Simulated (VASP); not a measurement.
# H21O10F in VASP: notebook

The runs below take H21O10F through single point, with PBE.

All numbers are computed with VASP 6.6.1; they aren't measurements. Logs are shortened: lines on timing, memory, paths and dates and some standing lists are left out, and cuts for length are marked.

**1. The cell of the first run**

The cell holds an amorphous packing of atoms, 32 atoms: a = 7.572 Å, b = 7.572 Å, c = 7.572 Å, α = 90.00°, β = 90.00°, γ = 90.00°.

**2. Single point, PBE**

Contents of INCAR:

```
  PREC = Accurate
  ENCUT = 520
  EDIFF = 1E-6
  ISMEAR = -1
  SIGMA = 0.02
  LREAL = Auto
  LASPH = True
  NELM = 120
  ALGO = Normal
  ISIF = 2
  LWAVE = False
  LCHARG = False
  GGA = PE
  NBANDS = 66
  GGA_COMPAT = False
```

Contents of KPOINTS:

```
regular mesh
0
Gamma
  1 1 1
```

Contents of POSCAR:

```
H21O10F
1.0
    7.5723370000      0.0000000000      0.0000000000
    0.0000000000      7.5723370000      0.0000000000
    0.0000000000      0.0000000000      7.5723370000
O H F
10 21 1
Direct
    0.0777699144      0.6620413222      0.2437820715
    0.6071573413      0.1626974605      0.7497949444
    0.5283441558      0.5594045801      0.9144468874
    0.7399300903      0.6982124541      0.1797991822
    0.1024914765      0.3058633022      1.0490816772
    0.2863977131      0.8922608701      0.6553855170
    0.5385259531      0.6209971902      0.4763390747
    0.9476070597      0.5044413633      0.8040582452
    0.4318481864      0.3311395148      0.1930447628
    0.9686177464     -0.0283928198      0.8902271518
   -0.0540387994      0.6767923826      0.2127348532
    0.1256943530      0.5482323357      0.2023153486
    0.5877709880      0.2897256158      0.7727469076
    0.4946029211      0.0984240400      0.7698944196
    0.4205702942      0.5812076245      0.8556803534
    0.5135138597      0.4914202841      1.0232772260
    0.6445962455      0.7127786310      0.0888100992
    0.6575645009      0.6976842156      0.2856449733
    0.0496412138      0.4040760468      0.9767790314
    0.0364088392      0.2054847797      1.0185759033
    0.1787691171      0.9314825793      0.7077603651
    0.2988113181      0.9244702131      0.5326096818
    0.4542454991      0.6985029853      0.5389617499
    0.4691022072      0.5344188987      0.4117222992
    0.9100757137      0.6199671251      0.7394414697
    0.9652502259      0.4182196329      0.7094903462
    0.3259891893      0.2711976501      0.1362723291
    0.4869830807      0.2408635537      0.2589161048
    0.8548615837      0.0168376024      0.8355940841
    0.9343878911     -0.1016859128      0.9965483575
    0.2073600264      0.8252670213      0.2923536023
    0.2872032769      0.9300959532      0.2970549251
```

Potentials or basis: VASP PAW PBE potentials, release 64 (O, H, F).

Run with:

```bash
cat potpaw_PBE.64/O/POTCAR potpaw_PBE.64/H/POTCAR potpaw_PBE.64/F/POTCAR > POTCAR
mpirun -np 1 vasp_gam > vasp.out
```

OUTCAR:

```text
PREC = Accurate
   ENCUT = 520
   EDIFF = 1E-6
   ISMEAR = -1
   LREAL = Auto
   LASPH = True
   NELM = 120
   ISIF = 2
   GGA = PE

 ion  position               nearest neighbor table
   1  0.078  0.662  0.244-  12 0.99  11 1.03
   2  0.607  0.163  0.750-  13 0.99  14 0.99
   3  0.528  0.559  0.914-  15 0.94  16 0.98
   4  0.740  0.698  0.180-  17 1.00  18 1.02
   5  0.102  0.306  0.049-  20 0.94  19 1.01
   6  0.286  0.892  0.655-  21 0.95  22 0.97
   7  0.539  0.621  0.476-  24 0.97  23 0.99
   8  0.948  0.504  0.804-  26 0.98  25 1.04
   9  0.432  0.331  0.193-  28 0.94  27 1.02
  10  0.969  0.972  0.890-  30 1.01  29 1.02
  11  0.946  0.677  0.213-   1 1.03
  12  0.126  0.548  0.202-   1 0.99
  13  0.588  0.290  0.773-   2 0.99
  14  0.495  0.098  0.770-   2 0.99
  15  0.421  0.581  0.856-   3 0.94
  16  0.514  0.491  0.023-   3 0.98
[... 14 lines left out ...]
  31  0.207  0.825  0.292-  32 1.00
  32  0.287  0.930  0.297-  31 1.00

  LATTYP: Found a simple cubic cell.
 ALAT       =     7.5723370000

  Lattice vectors:

 A1 = (   7.5723370000,   0.0000000000,   0.0000000000)
 A2 = (   0.0000000000,   7.5723370000,   0.0000000000)
 A3 = (   0.0000000000,   0.0000000000,   7.5723370000)

Analysis of symmetry for initial positions (statically):
=====================================================================
 Subroutine PRICEL returns:
 Original cell was already a primitive cell.

 Routine SETGRP: Setting up the symmetry group for a
 simple cubic supercell.

 Subroutine GETGRP returns: Found  1 space group operations
 (whereof  1 operations were pure point group operations)
 out of a pool of 48 trial point group operations.

The static configuration has the point symmetry C_1 .

Analysis of symmetry for dynamics (positions and initial velocities):
=====================================================================
 Subroutine PRICEL returns:
 Original cell was already a primitive cell.

 Routine SETGRP: Setting up the symmetry group for a
 simple cubic supercell.

 Subroutine GETGRP returns: Found  1 space group operations
 (whereof  1 operations were pure point group operations)
 out of a pool of 48 trial point group operations.

The dynamic configuration has the point symmetry C_1 .

 Subroutine INISYM returns: Found  1 space group operations
 (whereof  1 operations are pure point group operations),
 and found     1 'primitive' translations

----------------------------------------------------------------------------------------

                                     Primitive cell

  volume of cell :     434.2000

  direct lattice vectors                    reciprocal lattice vectors
     7.572337000  0.000000000  0.000000000     0.132059627  0.000000000  0.000000000
     0.000000000  7.572337000  0.000000000     0.000000000  0.132059627  0.000000000
     0.000000000  0.000000000  7.572337000     0.000000000  0.000000000  0.132059627

  length of vectors
     7.572337000  7.572337000  7.572337000     0.132059627  0.132059627  0.132059627

  position of ions in fractional coordinates (direct lattice)
     0.077769914  0.662041322  0.243782072
     0.607157341  0.162697460  0.749794944
     0.528344156  0.559404580  0.914446887
     0.739930090  0.698212454  0.179799182
     0.102491476  0.305863302  0.049081677
     0.286397713  0.892260870  0.655385517
[... 24 lines left out ...]
     0.207360026  0.825267021  0.292353602
     0.287203277  0.930095953  0.297054925

  ion indices of the primitive-cell ions
   primitive index   ion index
                 1           1
                 2           2
                 3           3
                 4           4
                 5           5
                 6           6
[... 24 lines left out ...]
                31          31
                32          32

----------------------------------------------------------------------------------------

 KPOINTS: regular mesh

Automatic generation of k-mesh.
 Grid dimensions read from file:
 generate k-points for:    1    1    1

 Generating k-lattice:

  Cartesian coordinates                     Fractional coordinates (reciprocal lattice)
     0.132059627  0.000000000  0.000000000     1.000000000  0.000000000  0.000000000
     0.000000000  0.132059627  0.000000000     0.000000000  1.000000000  0.000000000
     0.000000000  0.000000000  0.132059627     0.000000000  0.000000000  1.000000000

  Length of vectors
     0.132059627  0.132059627  0.132059627

  Shift w.r.t. Gamma in fractional coordinates (k-lattice)
     0.000000000  0.000000000  0.000000000

 Subroutine IBZKPT returns following result:
 ===========================================

 Found      1 irreducible k-points:

 Following reciprocal coordinates:
            Coordinates               Weight
  0.000000  0.000000  0.000000      1.000000
   k-points           NKPTS =      1   k-points in BZ     NKDIM =      1   number of bands    NBANDS=     66
   number of dos      NEDOS =    301   number of ions     NIONS =     32
   total plane-waves  NPLWV = 175616
   dimension x,y,z NGX =    56 NGY =   56 NGZ =   56
   dimension x,y,z NGXF=   112 NGYF=  112 NGZF=  112
   ions per type =              10  21   1
   NGX,Y,Z   is equivalent  to a cutoff of  12.29, 12.29, 12.29 a.u.
   NGXF,Y,Z  is equivalent  to a cutoff of  24.59, 24.59, 24.59 a.u.
 SYSTEM =  unknown system
   PREC   = accura    normal or accurate (medium, high low for compatibility)
   ISTART =      0    job   : 0-new  1-cont  2-samecut
   ICHARG =      2    charge: 1-file 2-atom 10-const
   ISPIN  =      1    spin polarized calculation?
   LNONCOLLINEAR =      F non collinear calculations
   LSORBIT =      F    spin-orbit coupling
   LASPH  =      T    aspherical Exc in radial PAW
   ENCUT  =  520.0 eV  38.22 Ry    6.18 a.u.  14.08 14.08 14.08*2*pi/ulx,y,z
   NELM   =    120;   NELMIN=  2; NELMDL= -5     # of ELM steps
   EDIFF  = 0.1E-05   stopping-criterion for ELM
   LREAL  =      T    real-space projection
   EDIFFG = 0.1E-04   stopping-criterion for IOM
   NSW    =      0    number of steps for IOM
   IBRION =     -1    ionic relax: 0-MD 1-quasi-New 2-CG
   NFREE  =      0    steps in history (QN), initial steepest desc. (CG)
   ISIF   =      2    stress and relaxation
   ISYM   =      2    0-nonsym 1-usesym 2-fastsym
   POTIM  = 0.5000    time-step for ionic-motion
   TEBEG  =    0.0;   TEEND  =   0.0 temperature during run
   PSTRESS=    0.0 pullay stress
   NELECT =      88.0000    total number of electrons
   NUPDOWN=      -1.0000    fix difference up-down
   EMIN   =  10.00;   EMAX   =-10.00  energy-range for DOS
   EFERMI =   0.00;   METHOD = LEGACY
   ISMEAR =    -1;   SIGMA  =   0.02  broadening in eV -4-tet -1-fermi 0-gaus
   EFERMI_NEDOS =   21; number of points for ismear=-14 and -15
   IALGO  =     38    algorithm
   IMIX   =      4    mixing-type and parameters
     AMIX     =   0.40;   BMIX     =  1.00
     AMIX_MAG =   1.60;   BMIX_MAG =  1.00
  volume/ion in A,a.u.               =      13.57        91.57
  Fermi-wavevector in a.u.,A,eV,Ry     =   0.961625  1.817208 12.581618  0.924723
  Thomas-Fermi vector in A             =   2.091013
   LORBIT       =      0    0 simple, 1 ext, 2 COOP (PROOUT), +10 PAW based schemes
   GGA     = PE    functional components
   LHFCALC =     F    Hartree Fock is set to
   AEXX    =    0.0000 exact exchange contribution
   IVDW    =     0    specifies the selected vdW correction
   LEPSILON=     F    determine dielectric tensor
   LRPA    =     F    only Hartree local field effects (RPA)
 non-spin polarized calculation
  energy-cutoff  :      520.00
  volume of cell :      434.20
 maximum number of plane-waves:      5877
   NGX = 29   NGY = 29   NGZ = 29

 number of electron      87.9999997 magnetization

 Free energy of the ion-electron system (eV)
  ---------------------------------------------------
  ext. energy  EPLUGINS =         0.00000000
  ---------------------------------------------------
  free energy    TOTEN  =      -153.66743417 eV

  energy without entropy =     -153.66743417  energy(sigma->0) =     -153.66743417

 E-fermi :  -4.0487     XC(G=0):  -5.7359

 val. band max:       -4.6364294544   @ k =   0.0000   0.0000   0.0000
 cond. band min:      -0.0629662405   @ k =   0.0000   0.0000   0.0000
 fundamental gap:      4.5734632139
 Fermi energy:        -4.0486921059

 k-point     1 :       0.0000    0.0000    0.0000
  band No.  band energies     occupation
      1     -26.8812      2.00000
      2     -23.2891      2.00000
      3     -23.1860      2.00000
      4     -23.0698      2.00000
      5     -22.9506      2.00000
      6     -22.9026      2.00000
[... 48 lines left out ...]
     55       4.7226      0.00000
     56       4.7813      0.00000
 [bands above 56 left out]

------------------------ aborting loop because EDIFF is reached ----------------------------------------

  FORCE on cell =-STRESS in cart. coord.  units (eV):
  Direction    XX          YY          ZZ          XY          YZ          ZX
  --------------------------------------------------------------------------------------
  -------------------------------------------------------------------------------------
  Total       -3.9121940     -5.2488380     -1.8739178      0.8457174      0.7283431      0.2118546
  in kB      -14.4358101    -19.3679632     -6.9146677      3.1206569      2.6875515      0.7817335
  external PRESSURE =     -13.5728137 kB  Pullay stress =       0.0000000 kB

 VOLUME and BASIS-vectors are now :
 -----------------------------------------------------------------------------
  energy-cutoff  :      520.00
  volume of cell :      434.20
      direct lattice vectors                 reciprocal lattice vectors
     7.572337000  0.000000000  0.000000000     0.132059627  0.000000000  0.000000000
     0.000000000  7.572337000  0.000000000     0.000000000  0.132059627  0.000000000
     0.000000000  0.000000000  7.572337000     0.000000000  0.000000000  0.132059627

 POSITION                                       TOTAL-FORCE (eV/Angst)
 -----------------------------------------------------------------------------------
      0.58890      5.01320      1.84600        -0.056471      0.382330      0.031705
      4.59760      1.23200      5.67770        -0.258307     -0.103253      0.112630
      4.00080      4.23600      6.92450         1.831214      0.148924      0.282349
      5.60300      5.28710      1.36150        -2.054994      0.618446      0.259764
      0.77610      2.31610      0.37166         0.924798      2.306143      0.279159
      2.16870      6.75650      4.96280         1.694372     -0.801775      0.546874
[... 24 lines left out ...]
      1.57020      6.24920      2.21380        -0.093271     -0.020164     -0.586983
      2.17480      7.04300      2.24940        -0.287203     -0.415127      0.185157
 -----------------------------------------------------------------------------------
    total drift:                                0.007173      0.001886      0.001075

  FREE ENERGIE OF THE ION-ELECTRON SYSTEM (eV)
  ---------------------------------------------------
  free  energy   TOTEN  =      -153.6674341748 eV

  energy  without entropy=     -153.6674341748  energy(sigma->0) =     -153.66743417
```

Run time: 38 s. Hardware: 1 thread of Intel Xeon 6975P-C (Granite Rapids), shared host; peak memory 0.38 GiB.

Results:

```
Free energy            : -153.6674 eV
Pressure               : -1.4 GPa
Largest force          : 2.662 eV/Å
Band gap on the k mesh : 4.57 eV
```

Forces on the atoms (eV/Å):
```
O   -0.056  0.382  0.032
O   -0.258 -0.103  0.113
O    1.831  0.149  0.282
O   -2.055  0.618  0.260
O    0.925  2.306  0.279
O    1.694 -0.802  0.547
O   -0.066  0.484  0.190
O   -0.604  1.975 -1.589
O   -1.464  0.529 -1.061
O   -1.376 -0.152  0.424
H    1.005 -0.520  0.158
H   -0.590  0.425  0.177
H   -0.095 -0.536  0.110
H    0.578  0.512 -0.213
H   -1.429  0.152 -0.282
H   -0.600 -0.462 -0.014
H    1.181 -0.341 -0.231
H    1.072 -0.136  0.047
H    0.295 -0.605  0.245
H   -1.025 -1.916 -0.524
H   -1.087  0.331  0.242
H   -0.537  0.545 -0.573
H    0.224 -0.356 -0.198
H   -0.254 -0.215 -0.091
H    0.698 -2.216  1.299
H   -0.120  0.289  0.047
H    0.568  0.911  0.444
H    0.860 -1.123  0.805
H    0.888 -0.497  0.778
H    0.179  0.807 -1.301
H   -0.093 -0.020 -0.587
F   -0.287 -0.415  0.185
```

Levels at points of the mesh, in eV from the valence-band top:
| k point | band 42 | band 43 | band 44 | band 45 | band 46 | band 47 |
| --- | --- | --- | --- | --- | --- | --- |
| (0.00, 0.00, 0.00) | -0.18 | -0.18 | 0.00 | 4.57 | 6.83 | 7.28 |

Caveat: the k points lie up to 0.83 Å⁻¹ apart.

**3. Single point, PBE**

Contents of INCAR:

```
PREC = Accurate
ENCUT = 520
EDIFF = 1E-6
ISMEAR = -1
SIGMA = 0.02
LREAL = Auto
LASPH = True
NELM = 120
ALGO = Normal
ISIF = 2
LWAVE = False
LCHARG = True
GGA = PE
LELF = True
LVHAR = True
NBANDS = 66
GGA_COMPAT = False
```

KPOINTS is that of step 2.

Contents of POSCAR:

```
H21O10F
1.0
    7.5723370000      0.0000000000      0.0000000000
    0.0000000000      7.5723370000      0.0000000000
    0.0000000000      0.0000000000      7.5723370000
O H F
10 21 1
Direct
    0.0811770527      0.6769508541      0.2721220675
    0.6065366610      0.1335915187      0.6781393908
    0.5053525748      0.5425273598      0.9082797028
    0.7695774765      0.7032967497      0.1706870679
    0.1016330890      0.2963285971      1.0889636845
    0.3072235163      0.8974772253      0.6927583915
    0.5491699590      0.6060612463      0.4124750391
    1.0114975073      0.4625124318      0.7717300485
    0.4224059230      0.2856977971      0.2135404169
    0.9701760500      0.0282871721      0.9098115945
   -0.0424967880      0.6753397267      0.2221374986
    0.1222475967      0.5662320628      0.2344982797
    0.5879690774      0.2666019751      0.6638241272
    0.4910505172      0.0643394503      0.6597170728
    0.4572564586      0.6420607007      0.8425140086
    0.4541266454      0.5020774960      1.0118540683
    0.7140464034      0.6463262266      0.0688030657
    0.6984105435      0.6564419941      0.2750669972
    0.0644979218      0.3714705249      0.9850459640
    0.0435532650      0.1851740090      1.0540075013
    0.1984460015      0.9562965832      0.7481838170
    0.2707090295      0.8804151215      0.5733896946
    0.4827571726      0.7051059666      0.3666107306
    0.4961480188      0.4909448695      0.3696877199
    1.0538754416      0.5820924240      0.7575204326
    0.9997706124      0.4063738843      0.6481750614
    0.3002771800      0.2785401653      0.1734999380
    0.4928993519      0.1690759405      0.1978649392
    0.8736536686      0.0849011342      0.8477699817
    0.9061139249     -0.0616454339      0.9863929722
    0.2141082733      0.8076238551      0.2646078747
    0.3050841504      0.8919307210      0.3164808962
```

Potentials or basis: VASP PAW PBE potentials, release 64 (O, H, F).

Run with:

```bash
cat potpaw_PBE.64/O/POTCAR potpaw_PBE.64/H/POTCAR potpaw_PBE.64/F/POTCAR > POTCAR
mpirun -np 1 vasp_gam > vasp.out
```

Run time: 43 s. Hardware: 1 thread of Intel Xeon 6975P-C (Granite Rapids), shared host; peak memory 0.38 GiB.

The run converged. Its results:

```
Free energy            : -153.4530 eV
Pressure               : -1.0 GPa
Largest force          : 3.656 eV/Å
Band gap on the k mesh : 3.98 eV
```

Forces on the atoms (eV/Å):
```
O    0.071  1.013  0.362
O   -0.782  0.979 -0.345
O    2.428  0.639 -2.658
O   -0.139  0.002 -0.133
O   -0.641  1.172 -0.540
O   -1.378  0.985  1.954
O    0.213 -1.477  0.071
O   -0.438 -1.290 -1.754
O    2.849 -1.087  0.519
O   -0.666 -1.630  1.173
H   -0.646  0.629 -0.129
H    0.934 -2.002 -0.419
H   -0.252 -2.196  0.291
H    1.253  1.193  0.408
H   -0.572 -0.110  0.695
H   -1.703 -0.557  1.949
H   -0.111 -0.117 -0.280
H    0.092  0.147 -0.188
H    0.572 -0.493  0.588
H    0.156 -0.271  0.044
H    1.491 -0.773 -0.456
H   -0.135 -0.199 -1.461
H   -0.836  0.301 -0.054
H    0.248  0.997  0.064
H    0.120  0.213 -0.436
H    0.314  1.259  2.146
H   -0.731 -0.699 -0.574
H   -1.897  2.226  0.223
H   -0.610  0.195 -0.494
H    0.777  0.931 -0.900
H   -0.395 -0.060  0.599
F    0.415  0.082 -0.263
```

Stress tensor (GPa, compression positive):
```
 0.08  0.01  0.14
 0.01 -2.44 -0.04
 0.14 -0.04 -0.63
```

Levels at points of the mesh, in eV from the valence-band top:
| k point | band 41 | band 42 | band 43 | band 44 | band 45 | band 46 | band 47 | band 48 |
| --- | --- | --- | --- | --- | --- | --- | --- | --- |
| (0.00, 0.00, 0.00) | -0.82 | -0.67 | -0.40 | 0.00 | 3.98 | 6.15 | 6.62 | 6.78 |

Caveat: the k points lie up to 0.83 Å⁻¹ apart.
